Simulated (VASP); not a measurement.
# TiPt3 in VASP: a series of runs, part 2 of 3

VASP 6.6.1. The steps go on from the part before.

## 4. Single point, PBEsol (atoms moved at random)

The input, INCAR:

```
  ALGO = Fast
  EDIFF = 1E-6
  ENCUT = 520
  GGA = PS
  ISIF = 2
  ISMEAR = -1
  LASPH = T
  LCHARG = F
  LREAL = F
  LWAVE = F
  NBANDS = 29
  NELM = 60
  PREC = Accurate
  SIGMA = 0.05
```

The input, KPOINTS:

```
k-points
0
Gamma
  7 7 7
```

The input, POSCAR:

```
TiPt3
1.0
    3.8970000000      0.0000000000      0.0000000000
    0.0000000000      3.8970000000      0.0000000000
    0.0000000000      0.0000000000      3.8970000000
Pt Ti
3 1
Direct
    0.4932930000      0.4955640000      0.0106690000
    0.5038130000     -0.0077050000      0.4867390000
    0.0085140000      0.5096900000      0.5090040000
   -0.0130100000      0.0053160000      0.0044800000
```

Potentials or basis: VASP PAW PBE potentials, release 64 (Pt, Ti_sv).

Started as:

```bash
$ cat potpaw_PBE.64/Pt/POTCAR potpaw_PBE.64/Ti_sv/POTCAR > POTCAR
$ mpirun -np 1 vasp_std > vasp.out
```

OUTCAR:

```text
EDIFF = 1E-6
   ENCUT = 520
   GGA = PS
   ISIF = 2
   ISMEAR = -1
   LASPH = T
   LREAL = F
   NELM = 60
   PREC = Accurate

 ion  position               nearest neighbor table
   1  0.493  0.496  0.011-   2 2.68   2 2.70   3 2.71   4 2.71   3 2.72   4 2.75   4 2.77   3 2.79
                             4 2.80   3 2.80   2 2.81   2 2.83
   2  0.504  0.992  0.487-   4 2.66   1 2.68   3 2.70   1 2.70   3 2.72   4 2.76   4 2.76   3 2.79
                             1 2.81   3 2.82   1 2.83   4 2.85
   3  0.009  0.510  0.509-   2 2.70   1 2.71   1 2.72   2 2.72   4 2.73   4 2.76   4 2.76   4 2.78
                             2 2.79   1 2.79   1 2.80   2 2.82
   4  0.987  0.005  0.004-   2 2.66   1 2.71   3 2.73   1 2.75   2 2.76   3 2.76   3 2.76   2 2.76
                             1 2.77   3 2.78   1 2.80   2 2.85

  LATTYP: Found a simple cubic cell.
 ALAT       =     3.8970000000

  Lattice vectors:

 A1 = (   3.8970000000,   0.0000000000,   0.0000000000)
 A2 = (   0.0000000000,   3.8970000000,   0.0000000000)
 A3 = (   0.0000000000,   0.0000000000,   3.8970000000)

Analysis of symmetry for initial positions (statically):
=====================================================================
 Subroutine PRICEL returns:
 Original cell was already a primitive cell.

 Routine SETGRP: Setting up the symmetry group for a
 simple cubic supercell.

 Subroutine GETGRP returns: Found  1 space group operations
 (whereof  1 operations were pure point group operations)
 out of a pool of 48 trial point group operations.

The static configuration has the point symmetry C_1 .

Analysis of symmetry for dynamics (positions and initial velocities):
=====================================================================
 Subroutine PRICEL returns:
 Original cell was already a primitive cell.

 Routine SETGRP: Setting up the symmetry group for a
 simple cubic supercell.

 Subroutine GETGRP returns: Found  1 space group operations
 (whereof  1 operations were pure point group operations)
 out of a pool of 48 trial point group operations.

The dynamic configuration has the point symmetry C_1 .

 Subroutine INISYM returns: Found  1 space group operations
 (whereof  1 operations are pure point group operations),
 and found     1 'primitive' translations

----------------------------------------------------------------------------------------

                                     Primitive cell

  volume of cell :      59.1822

  direct lattice vectors                    reciprocal lattice vectors
     3.897000000  0.000000000  0.000000000     0.256607647  0.000000000  0.000000000
     0.000000000  3.897000000  0.000000000     0.000000000  0.256607647  0.000000000
     0.000000000  0.000000000  3.897000000     0.000000000  0.000000000  0.256607647

  length of vectors
     3.897000000  3.897000000  3.897000000     0.256607647  0.256607647  0.256607647

  position of ions in fractional coordinates (direct lattice)
     0.493293000  0.495564000  0.010669000
     0.503813000  0.992295000  0.486739000
     0.008514000  0.509690000  0.509004000
     0.986990000  0.005316000  0.004480000

  ion indices of the primitive-cell ions
   primitive index   ion index
                 1           1
                 2           2
                 3           3
                 4           4
[... 26 lines left out ...]

 Following reciprocal coordinates:
            Coordinates               Weight
  0.000000  0.000000  0.000000      1.000000
  0.142857  0.000000  0.000000      2.000000
  0.000000  0.142857  0.000000      2.000000
  0.000000  0.000000  0.142857      2.000000
  0.285714  0.000000  0.000000      2.000000
  0.000000  0.285714  0.000000      2.000000
[... 16 lines left out ...]
  0.000000 -0.285714  0.142857      2.000000
 -0.142857  0.000000  0.285714      2.000000
 [... further k-points ...]
   k-points           NKPTS =    172   k-points in BZ     NKDIM =    172   number of bands    NBANDS=     29
   number of dos      NEDOS =    301   number of ions     NIONS =      4
   total plane-waves  NPLWV =  27000
   dimension x,y,z NGX =    30 NGY =   30 NGZ =   30
   dimension x,y,z NGXF=    60 NGYF=   60 NGZF=   60
   ions per type =               3   1
   NGX,Y,Z   is equivalent  to a cutoff of  12.80, 12.80, 12.80 a.u.
   NGXF,Y,Z  is equivalent  to a cutoff of  25.60, 25.60, 25.60 a.u.
 SYSTEM =  unknown system
   PREC   = accura    normal or accurate (medium, high low for compatibility)
   ISTART =      0    job   : 0-new  1-cont  2-samecut
   ICHARG =      2    charge: 1-file 2-atom 10-const
   ISPIN  =      1    spin polarized calculation?
   LNONCOLLINEAR =      F non collinear calculations
   LSORBIT =      F    spin-orbit coupling
   LASPH  =      T    aspherical Exc in radial PAW
   ENCUT  =  520.0 eV  38.22 Ry    6.18 a.u.   7.25  7.25  7.25*2*pi/ulx,y,z
   NELM   =     60;   NELMIN=  2; NELMDL= -5     # of ELM steps
   EDIFF  = 0.1E-05   stopping-criterion for ELM
   LREAL  =      F    real-space projection
   EDIFFG = 0.1E-04   stopping-criterion for IOM
   NSW    =      0    number of steps for IOM
   IBRION =     -1    ionic relax: 0-MD 1-quasi-New 2-CG
   NFREE  =      0    steps in history (QN), initial steepest desc. (CG)
   ISIF   =      2    stress and relaxation
   ISYM   =      2    0-nonsym 1-usesym 2-fastsym
   POTIM  = 0.5000    time-step for ionic-motion
   TEBEG  =    0.0;   TEEND  =   0.0 temperature during run
   PSTRESS=    0.0 pullay stress
   NELECT =      42.0000    total number of electrons
   NUPDOWN=      -1.0000    fix difference up-down
   EMIN   =  10.00;   EMAX   =-10.00  energy-range for DOS
   EFERMI =   0.00;   METHOD = LEGACY
   ISMEAR =    -1;   SIGMA  =   0.05  broadening in eV -4-tet -1-fermi 0-gaus
   EFERMI_NEDOS =   21; number of points for ismear=-14 and -15
   IALGO  =     68    algorithm
   IMIX   =      4    mixing-type and parameters
     AMIX     =   0.40;   BMIX     =  1.00
     AMIX_MAG =   1.60;   BMIX_MAG =  1.00
  volume/ion in A,a.u.               =      14.80        99.85
  Fermi-wavevector in a.u.,A,eV,Ry     =   1.460251  2.759474 29.012153  2.132333
  Thomas-Fermi vector in A             =   2.576723
   LORBIT       =      0    0 simple, 1 ext, 2 COOP (PROOUT), +10 PAW based schemes
   GGA     = PS    functional components
   LHFCALC =     F    Hartree Fock is set to
   AEXX    =    0.0000 exact exchange contribution
   IVDW    =     0    specifies the selected vdW correction
   LEPSILON=     F    determine dielectric tensor
   LRPA    =     F    only Hartree local field effects (RPA)
 non-spin polarized calculation
 RMM-DIIS sequential band-by-band and
  energy-cutoff  :      520.00
  volume of cell :       59.18
 maximum number of plane-waves:      1604
 NGX is ok and might be reduce to    30
   NGX = 15   NGY = 15   NGZ = 15

 number of electron      42.0000004 magnetization

 Free energy of the ion-electron system (eV)
  ---------------------------------------------------
  ext. energy  EPLUGINS =         0.00000000
  ---------------------------------------------------
  free energy    TOTEN  =       -32.66266243 eV

  energy without entropy =      -32.65008534  energy(sigma->0) =      -32.65637388

 E-fermi :  11.7340     XC(G=0): -13.4199

 val. band max:       11.7306696803   @ k =   0.0000   0.1429   0.0000
 cond. band min:      11.7357110374   @ k =   0.0000   0.0000   0.0000
 fundamental gap:      0.0050413571
 Fermi energy:        11.7339993082

 k-point     1 :       0.0000    0.0000    0.0000
  band No.  band energies     occupation
      1     -46.2025      2.00000
      2     -22.5268      2.00000
      3     -22.5256      2.00000
      4     -22.5244      2.00000
      5       1.4154      2.00000
      6       4.2421      2.00000
[... 757 lines left out ...]
     28      17.6092      0.00000
     29      18.6157      0.00000

 [... further k-points ...]

------------------------ aborting loop because EDIFF is reached ----------------------------------------

  FORCE on cell =-STRESS in cart. coord.  units (eV):
  Direction    XX          YY          ZZ          XY          YZ          ZX
  --------------------------------------------------------------------------------------
  -------------------------------------------------------------------------------------
  Total        0.3451279      0.5053100      0.5298453      0.0237064      0.0194122     -0.0756452
  in kB        9.3432824     13.6797211     14.3439406      0.6417774      0.5255271     -2.0478614
  external PRESSURE =      12.4556480 kB  Pullay stress =       0.0000000 kB

 VOLUME and BASIS-vectors are now :
 -----------------------------------------------------------------------------
  energy-cutoff  :      520.00
  volume of cell :       59.18
      direct lattice vectors                 reciprocal lattice vectors
     3.897000000  0.000000000  0.000000000     0.256607647  0.000000000  0.000000000
     0.000000000  3.897000000  0.000000000     0.000000000  0.256607647  0.000000000
     0.000000000  0.000000000  3.897000000     0.000000000  0.000000000  0.256607647

 POSITION                                       TOTAL-FORCE (eV/Angst)
 -----------------------------------------------------------------------------------
      1.92236      1.93121      0.04158         0.354217     -0.041180     -0.728432
      1.96336      3.86697      1.89682         0.012557      0.620459      0.782288
      0.03318      1.98626      1.98359        -0.625924     -0.490994      0.033077
      3.84630      0.02072      0.01746         0.259150     -0.088285     -0.086934
 -----------------------------------------------------------------------------------
    total drift:                                0.000732     -0.000223     -0.000303

  FREE ENERGIE OF THE ION-ELECTRON SYSTEM (eV)
  ---------------------------------------------------
  free  energy   TOTEN  =       -32.6626624260 eV

  energy  without entropy=      -32.6500853424  energy(sigma->0) =      -32.65637388
```

OSZICAR:

```text
N       E                     dE             d eps       ncg     rms          rms(c)
DAV:   1     0.374950335158E+03    0.37495E+03   -0.20666E+04  9976   0.158E+03
[... 17 lines left out ...]
RMM:  19    -0.326626784242E+02   -0.76294E-05   -0.12667E-04 15171   0.314E-02    0.547E-02
RMM:  20    -0.326626811714E+02   -0.27472E-05   -0.75333E-05 15369   0.246E-02    0.509E-02
RMM:  21    -0.326626714148E+02    0.97566E-05   -0.67349E-05 15454   0.286E-02    0.346E-02
RMM:  22    -0.326626650121E+02    0.64028E-05   -0.55683E-05 16180   0.417E-02    0.379E-02
RMM:  23    -0.326626647258E+02    0.28627E-06   -0.22926E-05 11735   0.138E-02    0.309E-02
RMM:  24    -0.326626620077E+02    0.27181E-05   -0.22020E-05 15367   0.233E-02    0.146E-02
RMM:  25    -0.326626624260E+02   -0.41837E-06   -0.95419E-06  9339   0.119E-02
   1 F= -.32662662E+02 E0= -.32656374E+02  d E =-.125771E-01
```

It took 7.7 min on 1 thread of Intel Xeon Platinum 8375C at 2.90GHz (Ice Lake), shared host; peak memory 0.36 GiB.

Results:

```yaml
Free_energy: -32.6627 eV
Pressure: 1.2 GPa
Largest_force: 0.999 eV/Å
Band_gap_on_the_k_mesh: zero (band 21 reaches 12.86 eV, above the bottom of band 22 at 11.61 eV)
```

Forces on the atoms (eV/Å):
```
Pt   0.354 -0.041 -0.728
Pt   0.013  0.620  0.782
Pt  -0.626 -0.491  0.033
Ti   0.259 -0.088 -0.087
```

Caveat: the cell differs from its parent crystal (atoms moved at random); the PAW data sets were made with another functional, which shifts forces and pressure a little; spin-orbit coupling is left out, which moves the levels of the heavy elements.

## 5. Single point, LDA

This run uses another cell than the first one, of 14.80 Å³/atom, 0.962 times its volume.

The input, INCAR:

```
SYSTEM = TiPt3
PREC     = Accurate       ! precision mode
ENCUT    = 520            ! plane-wave cutoff, eV
EDIFF    = 1E-7           ! SCF threshold, eV
ISMEAR   = -1             ! smearing method
SIGMA    = 0.05           ! smearing width, eV
LREAL    = .FALSE.        ! projectors in reciprocal space
LASPH    = .TRUE.         ! aspherical terms in the spheres
NELM     = 60             ! most SCF steps
ALGO     = Normal         ! electronic algorithm
ISIF     = 2              ! what is computed and relaxed
LWAVE    = .FALSE.        ! write WAVECAR
LCHARG   = .FALSE.        ! write CHGCAR
NBANDS   = 29             ! bands
```

The input, KPOINTS:

```
Automatic mesh
0
G
  7 7 7
  0 0 0
```

The input, POSCAR:

```
TiPt3
1.0
    3.8970000000      0.0000000000      0.0000000000
    0.0000000000      3.8970000000      0.0000000000
    0.0000000000      0.0000000000      3.8970000000
Pt Ti
3 1
Direct
    0.5000000000      0.5000000000      0.0000000000
    0.5000000000      0.0000000000      0.5000000000
    0.0000000000      0.5000000000      0.5000000000
    0.0000000000      0.0000000000      0.0000000000
```

Potentials or basis: VASP PAW LDA potentials, release 64 (Pt, Ti_sv).

Started as:

```bash
$ cat potpaw_LDA.64/Pt/POTCAR potpaw_LDA.64/Ti_sv/POTCAR > POTCAR
$ mpirun -np 1 vasp_std > vasp.out
```

OUTCAR:

```text
SYSTEM = TiPt3
   PREC = Accurate
   ENCUT = 520
   EDIFF = 1E-7
   ISMEAR = -1
   LREAL = .FALSE.
   LASPH = .TRUE.
   NELM = 60
   ISIF = 2

 ion  position               nearest neighbor table
   1  0.500  0.500  0.000-   2 2.76   3 2.76   4 2.76   2 2.76   3 2.76   2 2.76   4 2.76   2 2.76
                             3 2.76   4 2.76   3 2.76   4 2.76
   2  0.500  0.000  0.500-   1 2.76   3 2.76   4 2.76   1 2.76   4 2.76   1 2.76   3 2.76   1 2.76
                             3 2.76   4 2.76   4 2.76   3 2.76
   3  0.000  0.500  0.500-   1 2.76   2 2.76   4 2.76   1 2.76   4 2.76   2 2.76   4 2.76   4 2.76
                             1 2.76   2 2.76   1 2.76   2 2.76
   4  0.000  0.000  0.000-   1 2.76   2 2.76   3 2.76   2 2.76   3 2.76   1 2.76   3 2.76   3 2.76
                             1 2.76   2 2.76   2 2.76   1 2.76

  LATTYP: Found a simple cubic cell.
 ALAT       =     3.8970000000

  Lattice vectors:

 A1 = (   3.8970000000,   0.0000000000,   0.0000000000)
 A2 = (   0.0000000000,   3.8970000000,   0.0000000000)
 A3 = (   0.0000000000,   0.0000000000,   3.8970000000)

Analysis of symmetry for initial positions (statically):
[... 170 lines left out ...]
  energy without entropy =      -34.60323592  energy(sigma->0) =      -34.60991555

 E-fermi :  11.7264     XC(G=0): -13.5053

 val. band max:       11.5895533108   @ k =   0.4286   0.0000   0.0000
 cond. band min:      11.7443709748   @ k =   0.0000   0.0000   0.0000
 fundamental gap:      0.1548176641
 Fermi energy:        11.7263817932

 k-point     1 :       0.0000    0.0000    0.0000
  band No.  band energies     occupation
      1     -45.7399      2.00000
      2     -22.3488      2.00000
      3     -22.3488      2.00000
      4     -22.3488      2.00000
      5       1.4837      2.00000
      6       4.2694      2.00000
[... 629 lines left out ...]
     28      13.4940      0.00000
     29      17.4353      0.00000

------------------------ aborting loop because EDIFF is reached ----------------------------------------

  FORCE on cell =-STRESS in cart. coord.  units (eV):
  Direction    XX          YY          ZZ          XY          YZ          ZX
  --------------------------------------------------------------------------------------
  -------------------------------------------------------------------------------------
  Total       -1.5919722     -1.5919722     -1.5919722      0.0000000     -0.0000000      0.0000000
  in kB      -43.0977747    -43.0977747    -43.0977747      0.0000000     -0.0000000      0.0000000
  external PRESSURE =     -43.0977747 kB  Pullay stress =       0.0000000 kB

 VOLUME and BASIS-vectors are now :
 -----------------------------------------------------------------------------
  energy-cutoff  :      520.00
  volume of cell :       59.18
      direct lattice vectors                 reciprocal lattice vectors
     3.897000000  0.000000000  0.000000000     0.256607647  0.000000000  0.000000000
     0.000000000  3.897000000  0.000000000     0.000000000  0.256607647  0.000000000
     0.000000000  0.000000000  3.897000000     0.000000000  0.000000000  0.256607647

 POSITION                                       TOTAL-FORCE (eV/Angst)
 -----------------------------------------------------------------------------------
      1.94850      1.94850      0.00000         0.000000      0.000000      0.000000
      1.94850      0.00000      1.94850         0.000000      0.000000      0.000000
      0.00000      1.94850      1.94850         0.000000      0.000000      0.000000
      0.00000      0.00000      0.00000         0.000000      0.000000      0.000000
 -----------------------------------------------------------------------------------
    total drift:                                0.000000      0.000000     -0.000000

  FREE ENERGIE OF THE ION-ELECTRON SYSTEM (eV)
  ---------------------------------------------------
  free  energy   TOTEN  =       -34.6165951735 eV

  energy  without entropy=      -34.6032359217  energy(sigma->0) =      -34.60991555
```

OSZICAR:

```text
N       E                     dE             d eps       ncg     rms          rms(c)
DAV:   1     0.368876472403E+03    0.36888E+03   -0.20843E+04  1160   0.156E+03
DAV:   2    -0.122070940575E+02   -0.38108E+03   -0.36155E+03  1230   0.403E+02
DAV:   3    -0.371153708665E+02   -0.24908E+02   -0.23813E+02  1422   0.100E+02
DAV:   4    -0.379457583354E+02   -0.83039E+00   -0.82746E+00  1502   0.166E+01
DAV:   5    -0.379665859286E+02   -0.20828E-01   -0.20826E-01  1383   0.251E+00    0.229E+01
DAV:   6    -0.359195377251E+02    0.20470E+01   -0.10602E+01  1263   0.288E+01    0.137E+01
DAV:   7    -0.356733876206E+02    0.24615E+00   -0.20425E+01  1479   0.291E+01    0.107E+01
DAV:   8    -0.347441405632E+02    0.92925E+00   -0.96749E-01  1269   0.934E+00    0.441E+00
DAV:   9    -0.347097304676E+02    0.34410E-01   -0.13716E+00  1662   0.673E+00    0.304E+00
DAV:  10    -0.346168139438E+02    0.92917E-01   -0.34848E-01  1336   0.421E+00    0.398E-01
DAV:  11    -0.346210602245E+02   -0.42463E-02   -0.79299E-03  1323   0.715E-01    0.665E-01
DAV:  12    -0.346165916015E+02    0.44686E-02   -0.14480E-02  1504   0.792E-01    0.355E-02
DAV:  13    -0.346165958413E+02   -0.42398E-05   -0.21422E-04  1256   0.101E-01    0.113E-02
DAV:  14    -0.346166013297E+02   -0.54884E-05   -0.21919E-05  1541   0.377E-02    0.246E-02
DAV:  15    -0.346165955419E+02    0.57877E-05   -0.11400E-05  1296   0.273E-02    0.595E-03
DAV:  16    -0.346165951716E+02    0.37037E-06   -0.14182E-06  1441   0.841E-03    0.520E-04
DAV:  17    -0.346165951735E+02   -0.19295E-08   -0.55995E-08   661   0.156E-03
   1 F= -.34616595E+02 E0= -.34609916E+02  d E =-.133593E-01
```

stdout:

```text
POSCAR found type information on POSCAR PtTi
 POSCAR found :  2 types and       4 ions
 scaLAPACK will be used
 LDA part: xc-table for (Slater(with rela. corr.)+CA(PZ))
 , standard interpolation
 POSCAR, INCAR and KPOINTS ok, starting setup
 FFT: planning ... GRIDC
 FFT: planning ... GRID_SOFT
 FFT: planning ... GRID
 WAVECAR not read
 entering main loop
```

It took 33 s on 1 thread of Intel Xeon Platinum 8488C (Sapphire Rapids), shared host; peak memory 0.16 GiB.

What came out:

| Item | Value |
| --- | --- |
| Free energy | -34.6166 eV |
| Pressure | -4.3 GPa |
| Band gap on the k mesh | zero (band 21 reaches 13.10 eV, above the bottom of band 22 at 11.59 eV) |

Caveat: spin-orbit coupling is left out, which moves the levels of the heavy elements.

[end of part 2 of 3]
